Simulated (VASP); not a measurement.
A run of VASP 6.6.1 is set up as follows.

Contents of INCAR:

```
ALGO = Normal
EDIFF = 1E-7
EDIFFG = -0.03
ENCUT = 450
GGA = PS
GGA_COMPAT = F
IBRION = 2
ISIF = 2
ISMEAR = -1
ISYM = -1
KPAR = 1
LASPH = T
LCHARG = F
LREAL = Auto
LWAVE = F
NELM = 120
NELMIN = 4
NSW = 100
PREC = Accurate
SIGMA = 0.05
```

File KPOINTS:

```
explicit points
1
Reciprocal
  0.25000000   0.25000000   0.25000000 1
```

POSCAR

```
ZnS
1.0
   10.7125360000      0.0000000000      0.0000000000
    0.0000000000     10.7125360000      0.0000000000
    0.0000000000      0.0000000000     10.7125360000
Zn S
31 31
Direct
    0.9988050000      0.0034790000      0.0019870000
    0.0014980000      0.9990170000      0.5017980000
    0.9958940000      0.5009110000      0.9999240000
    0.0027320000      0.4950300000      0.4985170000
    0.5009720000      0.9963390000      0.0002230000
    0.5029860000      0.0010700000      0.4977660000
    0.4990260000      0.5002470000      0.9975230000
    0.2501560000      0.2521430000      0.0036100000
    0.2491140000      0.2511750000      0.4993310000
    0.2498190000      0.7515960000      0.0013290000
    0.2462940000      0.7474520000      0.4975220000
    0.7492010000      0.2497300000      0.9980040000
    0.7533790000      0.2483590000      0.4996470000
    0.7483610000      0.7470890000      0.9997030000
    0.7504510000      0.7543320000      0.4970690000
    0.2503130000      0.0027510000      0.2501970000
    0.2462860000      0.0014290000      0.7481350000
    0.2500840000      0.4979280000      0.2483730000
    0.2502040000      0.4993700000      0.7500140000
    0.7508010000      0.0045500000      0.2513970000
    0.7527760000      0.0000070000      0.7510180000
    0.7502840000      0.5001610000      0.2485640000
    0.7521030000      0.4964120000      0.7527460000
    0.0000010000      0.2512900000      0.2491090000
    0.0029330000      0.2499290000      0.7488880000
    0.9985440000      0.7485810000      0.2516480000
    0.9993670000      0.7506050000      0.7499430000
    0.4968620000      0.2484320000      0.2489690000
    0.5011350000      0.2510540000      0.7483550000
    0.5008740000      0.7499890000      0.2501130000
    0.4998990000      0.7529740000      0.7467560000
    0.1276100000      0.1257150000      0.1264160000
    0.1257990000      0.1280120000      0.6237460000
    0.1263280000      0.6247180000      0.1257110000
    0.1263870000      0.6248950000      0.6264430000
    0.6219130000      0.1232850000      0.1273950000
    0.6233540000      0.1268890000      0.6260190000
    0.6266740000      0.6261800000      0.1234420000
    0.3757400000      0.3733050000      0.1241150000
    0.3766960000      0.3742240000      0.6217830000
    0.3735440000      0.8777180000      0.1288300000
    0.3772110000      0.8758060000      0.6259760000
    0.8743620000      0.3752620000      0.1257350000
    0.8780950000      0.3713230000      0.6244860000
    0.8736000000      0.8727990000      0.1267950000
    0.8741940000      0.8733210000      0.6261790000
    0.3753620000      0.1256620000      0.3769830000
    0.3743730000      0.1276320000      0.8738200000
    0.3763470000      0.6248860000      0.3753470000
    0.3767010000      0.6257230000      0.8736600000
    0.8715660000      0.1247650000      0.3763460000
    0.8744130000      0.1280240000      0.8739790000
    0.8734040000      0.6267430000      0.3704620000
    0.8711820000      0.6259440000      0.8759250000
    0.1241640000      0.3756980000      0.3750080000
    0.1256130000      0.3770580000      0.8756320000
    0.1261970000      0.8730170000      0.3765510000
    0.1253540000      0.8728060000      0.8755510000
    0.6258430000      0.3758620000      0.3773200000
    0.6238360000      0.3733670000      0.8733110000
    0.6230630000      0.8779440000      0.3760240000
    0.6224360000      0.8759120000      0.8728860000
```

Potentials or basis: VASP PAW PBE potentials, release 64 (Zn, S).

Run with:

```sh
$ cat potpaw_PBE.64/Zn/POTCAR potpaw_PBE.64/S/POTCAR > POTCAR
$ mpirun -np 8 vasp_std > vasp.out
```

What does it give for the energy gained by relaxing?

30.5 meV/atom.

Estimate the band gap on the k mesh.

2.58 eV.

Forces in eV/Å, atoms in the order of the input:
```
Zn  -0.008 -0.015 -0.018
Zn   0.008  0.006  0.003
Zn   0.008  0.004  0.006
Zn  -0.010  0.000 -0.006
Zn   0.004  0.006  0.004
Zn  -0.003 -0.015 -0.001
Zn  -0.007 -0.003 -0.013
Zn   0.002  0.004 -0.003
Zn   0.007  0.002  0.019
Zn  -0.007 -0.003 -0.008
Zn   0.003 -0.001  0.005
Zn  -0.003 -0.006 -0.003
Zn  -0.004  0.004  0.001
Zn   0.000 -0.002 -0.012
Zn   0.005  0.010 -0.004
Zn   0.004 -0.005 -0.003
Zn  -0.006  0.000  0.002
Zn   0.007  0.018  0.008
Zn   0.008  0.003 -0.003
Zn  -0.005 -0.004 -0.005
Zn  -0.005 -0.011 -0.002
Zn   0.004  0.003  0.007
Zn   0.005  0.001  0.012
Zn  -0.003  0.004  0.000
Zn  -0.005 -0.008 -0.004
Zn  -0.001 -0.004 -0.006
Zn  -0.003  0.000 -0.003
Zn   0.014  0.003  0.002
Zn   0.002  0.007  0.001
Zn   0.000  0.001  0.006
Zn  -0.002  0.006  0.013
S   -0.004 -0.007 -0.009
S    0.003  0.000  0.007
S   -0.001  0.004  0.001
S   -0.012  0.007  0.001
S    0.002  0.002 -0.001
S    0.002 -0.017  0.003
S    0.005  0.000 -0.016
S   -0.001  0.002 -0.001
S    0.008  0.016  0.009
S   -0.006 -0.003 -0.007
S    0.004  0.002  0.000
S    0.001 -0.003 -0.004
S    0.000  0.003 -0.004
S   -0.003 -0.012  0.005
S   -0.003 -0.003  0.005
S    0.001  0.000  0.001
S   -0.003 -0.009 -0.003
S    0.007  0.006  0.013
S    0.000 -0.007  0.004
S   -0.007 -0.001 -0.006
S   -0.009  0.005 -0.008
S    0.005 -0.004  0.000
S    0.001  0.005  0.001
S   -0.003  0.005  0.005
S   -0.003 -0.007 -0.005
S   -0.001 -0.006 -0.005
S    0.006 -0.009 -0.006
S    0.006  0.020  0.013
S   -0.002  0.004  0.007
S    0.001  0.001  0.004
S   -0.002  0.001 -0.002
```

Caveat: the PAW data sets were made with another functional, which shifts forces and pressure a little.
